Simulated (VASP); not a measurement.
# Te (P3_121) in VASP: density of states with PBE

Aim: the density of states of Te with PBE.

Program: VASP 6.6.1. These are calculated values, not measurements. Logs are shortened: lines on timing, memory, paths and dates and some standing lists are left out, and cuts for length are marked.

### Step 1. The cell of the first run

Symmetry: P3_121, No. 152, trigonal system. Conventional cell: a = 4.458 Å, b = 4.458 Å, c = 5.925 Å, α = 90.00°, β = 90.00°, γ = 120.00°. Te (site symmetry 2) has 6 Te at 2.79 to 3.53 Å within 3.7 Å.

### Step 2. Density of states, PBE

Contents of POSCAR:

```
Te
1.0
    4.4579994587      0.0000000000      0.0000000000
   -2.2289997294      3.8607407813      0.0000000000
    0.0000000000      0.0000000000      5.9250000000
Te
3
Direct
    0.7450000000      0.0000000000      0.3333333333
    0.0000000000      0.7450000000      0.6666666667
    0.2550000000      0.2550000000      0.0000000000
```

Contents of INCAR.step1:

```
SYSTEM = Te
  PREC = Accurate
  ENCUT = 520
  EDIFF = 1E-7
  ISMEAR = -1
  SIGMA = 0.08
  LREAL = .False.
  LASPH = .True.
  NELM = 60
  ALGO = Normal
  ISIF = 2
  LWAVE = .False.
  LCHARG = .True.
  GGA = PE
  NBANDS = 16
```

Contents of KPOINTS.step1:

```
regular mesh
0
Gamma
  9 9 6
  0 0 0
```

Contents of INCAR.step2:

```
SYSTEM = Te
  PREC = Accurate
  ENCUT = 520
  EDIFF = 1E-7
  ISMEAR = -5
  SIGMA = 0.08
  LREAL = .False.
  LASPH = .True.
  NELM = 60
  ALGO = Normal
  ISIF = 2
  LWAVE = .False.
  LCHARG = .False.
  GGA = PE
  LORBIT = 10
  NBANDS = 16
  NEDOS = 2001
  ICHARG = 11
```

Contents of KPOINTS.step2:

```
regular mesh
0
Gamma
  14 14 9
  0 0 0
```

Potentials or basis: VASP PAW PBE potentials, release 64 (Te).

Command:

```sh
$ cat potpaw_PBE.64/Te/POTCAR > POTCAR
$ cp INCAR.step1 INCAR
$ cp KPOINTS.step1 KPOINTS
$ mpirun -np 1 vasp_std > vasp.out
$ cp INCAR.step2 INCAR
$ cp KPOINTS.step2 KPOINTS
$ mpirun -np 1 vasp_std > vasp.out
```

OUTCAR:

```text
SYSTEM = Te
   PREC = Accurate
   ENCUT = 520
   EDIFF = 1E-7
   ISMEAR = -5
   LREAL = .False.
   LASPH = .True.
   NELM = 60
   ISIF = 2
   GGA = PE
   LORBIT = 10
   ICHARG = 11

 ion  position               nearest neighbor table
   1  0.745  0.000  0.333-   3 2.79   2 2.79   3 3.53   3 3.53   2 3.53   2 3.53
   2  0.000  0.745  0.667-   3 2.79   1 2.79   3 3.53   3 3.53   1 3.53   1 3.53
   3  0.255  0.255  0.000-   1 2.79   2 2.79   2 3.53   1 3.53   1 3.53   2 3.53

  LATTYP: Found a hexagonal cell.
 ALAT       =     4.4579994587
 C/A-ratio  =     1.3290714938

  Lattice vectors:

 A1 = (   4.4579994587,   0.0000000000,   0.0000000000)
 A2 = (  -2.2289997294,   3.8607407813,   0.0000000000)
 A3 = (   0.0000000000,   0.0000000000,   5.9250000000)

Analysis of symmetry for initial positions (statically):
=====================================================================
 Subroutine PRICEL returns:
 Original cell was already a primitive cell.

 Routine SETGRP: Setting up the symmetry group for a
 hexagonal supercell.

 Subroutine GETGRP returns: Found  6 space group operations
 (whereof  2 operations were pure point group operations)
 out of a pool of 24 trial point group operations.

The static configuration has the point symmetry C_2 .
 The point group associated with its full space group is D_3 .

Analysis of symmetry for dynamics (positions and initial velocities):
=====================================================================
 Subroutine PRICEL returns:
 Original cell was already a primitive cell.

 Routine SETGRP: Setting up the symmetry group for a
 hexagonal supercell.

 Subroutine GETGRP returns: Found  6 space group operations
 (whereof  2 operations were pure point group operations)
 out of a pool of 24 trial point group operations.

The dynamic configuration has the point symmetry C_2 .
 The point group associated with its full space group is D_3 .

 Subroutine INISYM returns: Found  6 space group operations
 (whereof  2 operations are pure point group operations),
 and found     1 'primitive' translations

----------------------------------------------------------------------------------------

                                     Primitive cell

  volume of cell :     101.9762

  direct lattice vectors                    reciprocal lattice vectors
     4.457999459  0.000000000  0.000000000     0.224315864  0.129508824  0.000000000
    -2.228999729  3.860740781  0.000000000     0.000000000  0.259017649  0.000000000
     0.000000000  0.000000000  5.925000000     0.000000000  0.000000000  0.168776371

  length of vectors
[... 98 lines left out ...]
   NUPDOWN=      -1.0000    fix difference up-down
   EMIN   =  10.00;   EMAX   =-10.00  energy-range for DOS
   EFERMI =   0.00;   METHOD = LEGACY
   ISMEAR =    -5;   SIGMA  =   0.08  broadening in eV -4-tet -1-fermi 0-gaus
   EFERMI_NEDOS =   21; number of points for ismear=-14 and -15
   IALGO  =     38    algorithm
   IMIX   =      4    mixing-type and parameters
     AMIX     =   0.40;   BMIX     =  1.00
     AMIX_MAG =   1.60;   BMIX_MAG =  1.00
  volume/ion in A,a.u.               =      33.99       229.39
  Fermi-wavevector in a.u.,A,eV,Ry     =   0.918331  1.735394 11.474231  0.843332
  Thomas-Fermi vector in A             =   2.043401
   LORBIT       =     10    0 simple, 1 ext, 2 COOP (PROOUT), +10 PAW based schemes
   GGA     = PE    functional components
   LHFCALC =     F    Hartree Fock is set to
   AEXX    =    0.0000 exact exchange contribution
   IVDW    =     0    specifies the selected vdW correction
   LEPSILON=     F    determine dielectric tensor
   LRPA    =     F    only Hartree local field effects (RPA)
 non-spin polarized calculation
 Fermi weights with tetrahedron method with Bloechl corrections
  energy-cutoff  :      520.00
  volume of cell :      101.98
 maximum number of plane-waves:      2773
 NGX is ok and might be reduce to    36

 number of electron      17.9999999 magnetization

 Free energy of the ion-electron system (eV)
  ---------------------------------------------------
  ext. energy  EPLUGINS =         0.00000000
  ---------------------------------------------------
  free energy    TOTEN  =        -9.34902573 eV

  energy without entropy =       -9.34902573  energy(sigma->0) =       -9.34902573

 E-fermi :   5.8652     XC(G=0):  -9.0368

 val. band max:        5.8604401452   @ k =   0.3571   0.2857   0.4444
 cond. band min:       6.3240069256   @ k =   0.3571   0.2857   0.4444
 fundamental gap:      0.4635667804
 Fermi energy:         5.8652463359

 k-point     1 :       0.0000    0.0000    0.0000
  band No.  band energies     occupation
      1      -7.8416      2.00000
      2      -4.4363      2.00000
      3      -4.4363      2.00000
      4       2.7839      2.00000
      5       3.0414      2.00000
      6       3.0414      2.00000
[... 433 lines left out ...]
      3      -4.6053      2.00000
      4       1.2116      2.00000
      5       1.2755      2.00000
      6       2.8163      2.00000
[... 8 lines left out ...]
     15      12.2721      0.00000
     16      14.2567      0.00000

 [... further k-points ...]

------------------------ aborting loop because EDIFF is reached ----------------------------------------

  FORCE on cell =-STRESS in cart. coord.  units (eV):
  Direction    XX          YY          ZZ          XY          YZ          ZX
  --------------------------------------------------------------------------------------
  -------------------------------------------------------------------------------------
  Total        1.7782503      1.7782503      2.5117273     -0.0000000      0.0000000      0.0000000
  in kB       27.9385881     27.9385881     39.4624512     -0.0000000      0.0000000      0.0000000
  external PRESSURE =      31.7798758 kB  Pullay stress =       0.0000000 kB

 VOLUME and BASIS-vectors are now :
 -----------------------------------------------------------------------------
  energy-cutoff  :      520.00
  volume of cell :      101.98
      direct lattice vectors                 reciprocal lattice vectors
     4.457999459  0.000000000  0.000000000     0.224315864  0.129508824  0.000000000
    -2.228999729  3.860740781  0.000000000     0.000000000  0.259017649  0.000000000
     0.000000000  0.000000000  5.925000000     0.000000000  0.000000000  0.168776371

 POSITION                                       TOTAL-FORCE (eV/Angst)
 -----------------------------------------------------------------------------------
      3.32121      0.00000      1.97500        -0.636800      0.000000      0.000000
     -1.66060      2.87625      3.95000         0.318400     -0.551485     -0.000000
      0.56839      0.98449      0.00000         0.318400      0.551485     -0.000000
 -----------------------------------------------------------------------------------
    total drift:                                0.000009      0.000016     -0.000000

  FREE ENERGIE OF THE ION-ELECTRON SYSTEM (eV)
  ---------------------------------------------------
  free  energy   TOTEN  =        -9.3490257251 eV

  energy  without entropy=       -9.3490257251  energy(sigma->0) =       -9.34902573

 total charge

# of ion       s       p       d       tot
------------------------------------------
    1        1.430   1.841   0.046   3.318
    2        1.430   1.841   0.046   3.318
    3        1.430   1.841   0.046   3.318
--------------------------------------------------
tot          4.291   5.523   0.139   9.953
```

OUTCAR.step1:

```text
SYSTEM = Te
   PREC = Accurate
   ENCUT = 520
   EDIFF = 1E-7
   ISMEAR = -1
   LREAL = .False.
   LASPH = .True.
[... 683 lines left out ...]
      3.32121      0.00000      1.97500        -0.635691     -0.000000     -0.000000
     -1.66060      2.87625      3.95000         0.317845     -0.550524     -0.000000
      0.56839      0.98449      0.00000         0.317845      0.550524      0.000000
 -----------------------------------------------------------------------------------
    total drift:                                0.000000      0.000000     -0.000000

  FREE ENERGIE OF THE ION-ELECTRON SYSTEM (eV)
  ---------------------------------------------------
  free  energy   TOTEN  =        -9.3492969232 eV

  energy  without entropy=       -9.3472159742  energy(sigma->0) =       -9.34825645
```

OSZICAR.step1:

```text
N       E                     dE             d eps       ncg     rms          rms(c)
DAV:   1     0.732772551096E+02    0.73277E+02   -0.64546E+03  1984   0.897E+02
DAV:   2    -0.482934852045E+01   -0.78107E+02   -0.74326E+02  2664   0.136E+02
DAV:   3    -0.929300760597E+01   -0.44637E+01   -0.44481E+01  2424   0.367E+01
DAV:   4    -0.937367086780E+01   -0.80663E-01   -0.80658E-01  3080   0.565E+00
DAV:   5    -0.937456338345E+01   -0.89252E-03   -0.89251E-03  2552   0.503E-01    0.127E+01
DAV:   6    -0.935369285350E+01    0.20871E-01   -0.20099E-02  2432   0.840E-01    0.810E+00
DAV:   7    -0.935010755664E+01    0.35853E-02   -0.44298E-02  2408   0.125E+00    0.307E-01
DAV:   8    -0.934922021584E+01    0.88734E-03   -0.82600E-03  2200   0.506E-01    0.201E-01
DAV:   9    -0.934925399348E+01   -0.33778E-04   -0.25490E-04  3008   0.997E-02    0.120E-01
DAV:  10    -0.934930138232E+01   -0.47389E-04   -0.47928E-05  2472   0.435E-02    0.183E-02
DAV:  11    -0.934929655955E+01    0.48228E-05   -0.18470E-05  2608   0.259E-02    0.175E-02
DAV:  12    -0.934929684496E+01   -0.28541E-06   -0.20593E-06  2680   0.797E-03    0.293E-03
DAV:  13    -0.934929692317E+01   -0.78207E-07   -0.46501E-07  2496   0.396E-03
   1 F= -.93492969E+01 E0= -.93482564E+01  d E =-.208095E-02
```

It took 2.5 min on 1 thread of Intel Xeon Platinum 8488C (Sapphire Rapids), shared host; peak memory 0.39 GiB.

Results:

| Property | Result |
| --- | --- |
| Valence electrons inside the program's atomic spheres | Te 3.32 |

Caveat: spin-orbit coupling is left out, which moves the levels of the heavy elements.
